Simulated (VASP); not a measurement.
# AlNi3 (P6_3/mmc) in VASP: single point with r2SCAN

Aim: the single point of AlNi3 with r2SCAN.

All numbers are computed with VASP 6.6.1; they aren't measurements. Logs are shortened: lines on timing, memory, paths and dates and some standing lists are left out, and cuts for length are marked.

### Step 1. The cell of the first run

It takes space group P6_3/mmc (No. 194, hexagonal). The conventional cell has a = 5.009 Å, b = 5.009 Å, c = 4.040 Å, α = 90.00°, β = 90.00°, γ = 120.00°. Al (site symmetry -6m2) has 12 Ni at 2.50 Å within 3.3 Å. Ni (site symmetry mm2) has 8 Ni at 2.47 to 2.54 Å and 4 Al at 2.50 Å within 3.3 Å.

### Step 2. Single point, r2SCAN, collinear spin, ferromagnetic start

Contents of POSCAR:

```
AlNi3
1.0
    5.0091156652      0.0000000000      0.0000000000
   -2.5045578326      4.3380214166      0.0000000000
    0.0000000000      0.0000000000      4.0402563800
Al Ni
2 6
Direct
    0.6666666700      0.3333333300      0.2500000000
    0.3333333300      0.6666666700      0.7500000000
    0.3285200000      0.1642600000      0.7500000000
    0.8357400000      0.1642600000      0.7500000000
    0.8357400000      0.6714800000      0.7500000000
    0.6714800000      0.8357400000      0.2500000000
    0.1642600000      0.8357400000      0.2500000000
    0.1642600000      0.3285200000      0.2500000000
```

Contents of INCAR.step1:

```
PREC = Accurate
ENCUT = 520
ISMEAR = 0
SIGMA = 0.1
LREAL = False
LASPH = True
NELM = 150
ISPIN = 2
MAGMOM = 0 0 -2 -2 -2 -2 -2 -2
LMAXMIX = 4
NBANDS = 47
GGA = PE
ALGO = Normal
EDIFF = 1E-4
LWAVE = True
LCHARG = False
```

Contents of INCAR.step2:

```
PREC = Accurate
ENCUT = 520
EDIFF = 1E-7
ISMEAR = 0
SIGMA = 0.1
LREAL = False
LASPH = True
NELM = 150
ALGO = Normal
ISIF = 2
LWAVE = False
LCHARG = True
ISPIN = 2
MAGMOM = 0 0 -2 -2 -2 -2 -2 -2
LORBIT = 11
LMAXMIX = 4
METAGGA = R2SCAN
LMIXTAU = True
LELF = True
LVHAR = True
NBANDS = 47
ISTART = 1
```

Contents of KPOINTS:

```
regular mesh
0
Gamma
  6 6 4
```

Potentials or basis: VASP PAW PBE potentials, release 64 (Al, Ni).

Command:

```bash
$ cat potpaw_PBE.64/Al/POTCAR potpaw_PBE.64/Ni/POTCAR > POTCAR
$ cp INCAR.step1 INCAR
$ mpirun -np 1 vasp_std > vasp.out
$ cp INCAR.step2 INCAR
$ mpirun -np 1 vasp_std > vasp.out
```

OUTCAR:

```text
PREC = Accurate
   ENCUT = 520
   EDIFF = 1E-7
   ISMEAR = 0
   LREAL = False
   LASPH = True
   NELM = 150
   ISIF = 2
   ISPIN = 2
   LORBIT = 11
   METAGGA = R2SCAN
   ISTART = 1

 ion  position               nearest neighbor table
   1  0.667  0.333  0.250-   4 2.50   4 2.50   3 2.50   3 2.50   5 2.50   5 2.50   8 2.50   6 2.50
                             7 2.50   7 2.50   8 2.50   6 2.50
   2  0.333  0.667  0.750-   7 2.50   7 2.50   6 2.50   6 2.50   8 2.50   8 2.50   5 2.50   3 2.50
                             4 2.50   4 2.50   5 2.50   3 2.50
   3  0.329  0.164  0.750-   4 2.47   5 2.47   8 2.47   8 2.47   7 2.47   7 2.47   1 2.50   1 2.50
                             2 2.50   2 2.50   4 2.54   5 2.54
   4  0.836  0.164  0.750-   3 2.47   5 2.47   8 2.47   8 2.47   6 2.47   6 2.47   1 2.50   1 2.50
                             2 2.50   2 2.50   3 2.54   5 2.54
   5  0.836  0.671  0.750-   3 2.47   4 2.47   6 2.47   7 2.47   6 2.47   7 2.47   1 2.50   1 2.50
                             2 2.50   2 2.50   4 2.54   3 2.54
   6  0.671  0.836  0.250-   7 2.47   8 2.47   5 2.47   5 2.47   4 2.47   4 2.47   2 2.50   2 2.50
                             1 2.50   1 2.50   7 2.54   8 2.54
   7  0.164  0.836  0.250-   6 2.47   8 2.47   5 2.47   5 2.47   3 2.47   3 2.47   2 2.50   2 2.50
                             1 2.50   1 2.50   6 2.54   8 2.54
   8  0.164  0.329  0.250-   6 2.47   7 2.47   3 2.47   4 2.47   3 2.47   4 2.47   2 2.50   2 2.50
                             1 2.50   1 2.50   7 2.54   6 2.54

  LATTYP: Found a hexagonal cell.
 ALAT       =     5.0091156652
 C/A-ratio  =     0.8065807719

  Lattice vectors:

 A1 = (   5.0091156652,   0.0000000000,   0.0000000000)
 A2 = (  -2.5045578326,   4.3380214166,   0.0000000000)
 A3 = (   0.0000000000,   0.0000000000,   4.0402563800)

Analysis of symmetry for initial positions (statically):
=====================================================================
 Subroutine PRICEL returns:
 Original cell was already a primitive cell.

 Routine SETGRP: Setting up the symmetry group for a
 hexagonal supercell.

 Subroutine GETGRP returns: Found 24 space group operations
 (whereof 12 operations were pure point group operations)
 out of a pool of 24 trial point group operations.

The static configuration has the point symmetry D_3d.
 The point group associated with its full space group is D_6h.

Analysis of symmetry for dynamics (positions and initial velocities):
=====================================================================
 Subroutine PRICEL returns:
 Original cell was already a primitive cell.

 Routine SETGRP: Setting up the symmetry group for a
 hexagonal supercell.

 Subroutine GETGRP returns: Found 24 space group operations
 (whereof 12 operations were pure point group operations)
 out of a pool of 24 trial point group operations.

The dynamic configuration has the point symmetry D_3d.
 The point group associated with its full space group is D_6h.

Analysis of structural, dynamic, and magnetic symmetry:
=====================================================================
 Subroutine PRICEL returns:
 Original cell was already a primitive cell.

 Routine SETGRP: Setting up the symmetry group for a
 hexagonal supercell.

 Subroutine GETGRP returns: Found 24 space group operations
 (whereof 12 operations were pure point group operations)
 out of a pool of 24 trial point group operations.

The overall configuration has the point symmetry D_3d.
 The point group associated with its full space group is D_6h.

 Subroutine INISYM returns: Found 24 space group operations
 (whereof 12 operations are pure point group operations),
 and found     1 'primitive' translations

----------------------------------------------------------------------------------------

                                     Primitive cell

  volume of cell :      87.7934

  direct lattice vectors                    reciprocal lattice vectors
     5.009115665  0.000000000  0.000000000     0.199636037  0.115259920  0.000000000
    -2.504557833  4.338021417  0.000000000     0.000000000  0.230519839  0.000000000
     0.000000000  0.000000000  4.040256380     0.000000000  0.000000000  0.247509045

  length of vectors
     5.009115665  5.009115665  4.040256380     0.230519839  0.230519839  0.247509045

  position of ions in fractional coordinates (direct lattice)
     0.666666670  0.333333330  0.250000000
     0.333333330  0.666666670  0.750000000
     0.328520000  0.164260000  0.750000000
[... 76 lines left out ...]
   ISTART =      1    job   : 0-new  1-cont  2-samecut
   ICHARG =      0    charge: 1-file 2-atom 10-const
   ISPIN  =      2    spin polarized calculation?
   LNONCOLLINEAR =      F non collinear calculations
   LSORBIT =      F    spin-orbit coupling
   LASPH  =      T    aspherical Exc in radial PAW
   ENCUT  =  520.0 eV  38.22 Ry    6.18 a.u.   9.31  9.31  7.51*2*pi/ulx,y,z
   NELM   =    150;   NELMIN=  2; NELMDL=  0     # of ELM steps
   EDIFF  = 0.1E-06   stopping-criterion for ELM
   LREAL  =      F    real-space projection
   EDIFFG = 0.1E-05   stopping-criterion for IOM
   NSW    =      0    number of steps for IOM
   IBRION =     -1    ionic relax: 0-MD 1-quasi-New 2-CG
   NFREE  =      0    steps in history (QN), initial steepest desc. (CG)
   ISIF   =      2    stress and relaxation
   ISYM   =      2    0-nonsym 1-usesym 2-fastsym
   POTIM  = 0.5000    time-step for ionic-motion
   TEBEG  =    0.0;   TEEND  =   0.0 temperature during run
   PSTRESS=    0.0 pullay stress
   NELECT =      66.0000    total number of electrons
   NUPDOWN=      -1.0000    fix difference up-down
   EMIN   =  10.00;   EMAX   =-10.00  energy-range for DOS
   EFERMI =   0.00;   METHOD = LEGACY
   ISMEAR =     0;   SIGMA  =   0.10  broadening in eV -4-tet -1-fermi 0-gaus
   EFERMI_NEDOS =   21; number of points for ismear=-14 and -15
   IALGO  =     38    algorithm
   IMIX   =      4    mixing-type and parameters
     AMIX     =   0.40;   BMIX     =  1.00
     AMIX_MAG =   1.60;   BMIX_MAG =  1.00
  volume/ion in A,a.u.               =      10.97        74.06
  Fermi-wavevector in a.u.,A,eV,Ry     =   1.488569  2.812987 30.148294  2.215837
  Thomas-Fermi vector in A             =   2.601587
   LORBIT       =     11    0 simple, 1 ext, 2 COOP (PROOUT), +10 PAW based schemes
   METAGGA = R2SCAN    functional components
   LHFCALC =     F    Hartree Fock is set to
   AEXX    =    0.0000 exact exchange contribution
   IVDW    =     0    specifies the selected vdW correction
   LEPSILON=     F    determine dielectric tensor
   LRPA    =     F    only Hartree local field effects (RPA)
 spin polarized calculation
 Gauss-broadening in eV      SIGMA  =   0.10
  energy-cutoff  :      520.00
  volume of cell :       87.79
 maximum number of plane-waves:      2381
 NGX is ok and might be reduce to    40
   NGX = 19   NGY = 19   NGZ = 15

 number of electron      66.0000007 magnetization      -1.8354216

 Free energy of the ion-electron system (eV)
  ---------------------------------------------------
  ext. energy  EPLUGINS =         0.00000000
  ---------------------------------------------------
  free energy    TOTEN  =       -88.46676646 eV

  energy without entropy =      -88.42486703  energy(sigma->0) =      -88.44581674

 E-fermi :   9.8465     XC(G=0): -13.9151

 val. band max:        9.8239813667   @ k =   0.1667   0.0000   0.2500
 cond. band min:       9.8537553219   @ k =   0.1667   0.0000   0.2500
 fundamental gap:      0.0297739552
 Fermi energy:         9.8465232375

 spin component 1

 k-point     1 :       0.0000    0.0000    0.0000
  band No.  band energies     occupation
      1      -0.9916      1.00000
      2       3.9593      1.00000
      3       5.5576      1.00000
      4       5.5576      1.00000
      5       5.6215      1.00000
      6       5.8650      1.00000
[... 997 lines left out ...]
     44      20.7814      0.00000
     45      21.3852      0.00000
 Fermi energy:         9.8465232375

 spin component 2

 k-point     1 :       0.0000    0.0000    0.0000
  band No.  band energies     occupation
      1      -0.8711      1.00000
      2       3.9385      1.00000
      3       5.3842      1.00000
      4       5.3842      1.00000
      5       5.4922      1.00000
      6       5.5122      1.00000
[... 997 lines left out ...]
     44      20.7804      0.00000
     45      21.3685      0.00000
 [bands above 45 left out]

------------------------ aborting loop because EDIFF is reached ----------------------------------------

  FORCE on cell =-STRESS in cart. coord.  units (eV):
  Direction    XX          YY          ZZ          XY          YZ          ZX
  --------------------------------------------------------------------------------------
  -------------------------------------------------------------------------------------
  Total        0.2074045      0.2074045      0.3208779      0.0000000     -0.0000000      0.0000000
  in kB        3.7850111      3.7850111      5.8558329      0.0000000     -0.0000000      0.0000000
  external PRESSURE =       4.4752850 kB  Pullay stress =       0.0000000 kB

 VOLUME and BASIS-vectors are now :
 -----------------------------------------------------------------------------
  energy-cutoff  :      520.00
  volume of cell :       87.79
      direct lattice vectors                 reciprocal lattice vectors
     5.009115665  0.000000000  0.000000000     0.199636037  0.115259920  0.000000000
    -2.504557833  4.338021417  0.000000000     0.000000000  0.230519839  0.000000000
     0.000000000  0.000000000  4.040256380     0.000000000  0.000000000  0.247509045

 POSITION                                       TOTAL-FORCE (eV/Angst)
 -----------------------------------------------------------------------------------
      2.50456      1.44601      1.01006        -0.000000     -0.000000      0.000000
     -0.00000      2.89201      3.03019         0.000000     -0.000000      0.000000
      1.23420      0.71256      3.03019         0.044271      0.025560     -0.000000
      3.77492      0.71256      3.03019        -0.044271      0.025560     -0.000000
      2.50456      2.91289      3.03019         0.000000     -0.051120      0.000000
      1.27036      3.62546      1.01006        -0.044271     -0.025560      0.000000
     -1.27036      3.62546      1.01006         0.044271     -0.025560      0.000000
      0.00000      1.42513      1.01006        -0.000000      0.051120     -0.000000
 -----------------------------------------------------------------------------------
    total drift:                                0.000000     -0.000000      0.000000

  FREE ENERGIE OF THE ION-ELECTRON SYSTEM (eV)
  ---------------------------------------------------
  free  energy   TOTEN  =       -88.4667664612 eV

  energy  without entropy=      -88.4248670264  energy(sigma->0) =      -88.44581674

 total charge

# of ion       s       p       d       tot
------------------------------------------
    1        0.403   0.424   0.000   0.828
    2        0.403   0.424   0.000   0.828
    3        0.517   0.565   8.401   9.483
    4        0.517   0.565   8.401   9.483
    5        0.517   0.565   8.401   9.483
    6        0.517   0.565   8.401   9.483
    7        0.517   0.565   8.401   9.483
    8        0.517   0.565   8.401   9.483
--------------------------------------------------
tot          3.906   4.241  50.406  58.553

 magnetization (x)

# of ion       s       p       d       tot
------------------------------------------
    1        0.002   0.008   0.000   0.010
    2        0.002   0.008   0.000   0.010
    3        0.003   0.017  -0.351  -0.331
    4        0.003   0.017  -0.351  -0.331
    5        0.003   0.017  -0.351  -0.331
    6        0.003   0.017  -0.351  -0.331
    7        0.003   0.017  -0.351  -0.331
    8        0.003   0.017  -0.351  -0.331
--------------------------------------------------
tot          0.020   0.119  -2.105  -1.967
```

Run time: 7.7 min. Hardware: 1 thread of AMD EPYC 9R45 (Zen 5), shared host; peak memory 0.3 GiB.

Results:

| Item | Value |
| --- | --- |
| Free energy | -88.4668 eV |
| Pressure | 0.4 GPa |
| Largest force | 0.051 eV/Å |
| Net moment | -1.84 μB per cell |
| Site moments | Al +0.01; Ni -0.33 μB |
| Valence electrons inside the program's atomic spheres | Al 0.83; Ni 9.48 |

Forces in eV/Å, atoms in the order of the input:
```
Al   0.000  0.000  0.000
Al   0.000  0.000  0.000
Ni   0.044  0.026  0.000
Ni  -0.044  0.026  0.000
Ni   0.000 -0.051  0.000
Ni  -0.044 -0.026  0.000
Ni   0.044 -0.026  0.000
Ni   0.000  0.051  0.000
```

Levels at points of the mesh, in eV from the Fermi level:
Spin up:
| k point | band 30 | band 31 | band 32 | band 33 | band 34 | band 35 |
| --- | --- | --- | --- | --- | --- | --- |
| (0.00, 0.00, 0.00) | -0.39 | 0.02 | 0.16 | 0.24 | 0.93 | 0.93 |
| (0.50, 0.00, 0.00) | -0.71 | -0.69 | 0.05 | 0.13 | 1.01 | 2.13 |
| (0.00, 0.00, 0.50) | -0.72 | 0.10 | 0.10 | 0.41 | 0.41 | 0.52 |
| (0.50, 0.00, 0.50) | -0.76 | -0.28 | -0.28 | 0.05 | 0.05 | 1.00 |
Spin down:
| k point | band 31 | band 32 | band 33 | band 34 | band 35 | band 36 | band 37 | band 38 |
| --- | --- | --- | --- | --- | --- | --- | --- | --- |
| (0.00, 0.00, 0.00) | -0.55 | -0.48 | -0.42 | 0.34 | 0.34 | 0.88 | 1.80 | 1.80 |
| (0.50, 0.00, 0.00) | -0.96 | -0.65 | -0.62 | 0.48 | 2.06 | 2.82 | 4.01 | 4.74 |
| (0.00, 0.00, 0.50) | -0.47 | -0.47 | 0.05 | 0.05 | 0.05 | 0.05 | 0.40 | 0.40 |
| (0.50, 0.00, 0.50) | -0.76 | -0.76 | -0.72 | -0.72 | 0.70 | 0.70 | 1.07 | 1.07 |

Caveat: the k points lie up to 0.39 Å⁻¹ apart; the PAW data sets were made with another functional, which shifts forces and pressure a little.
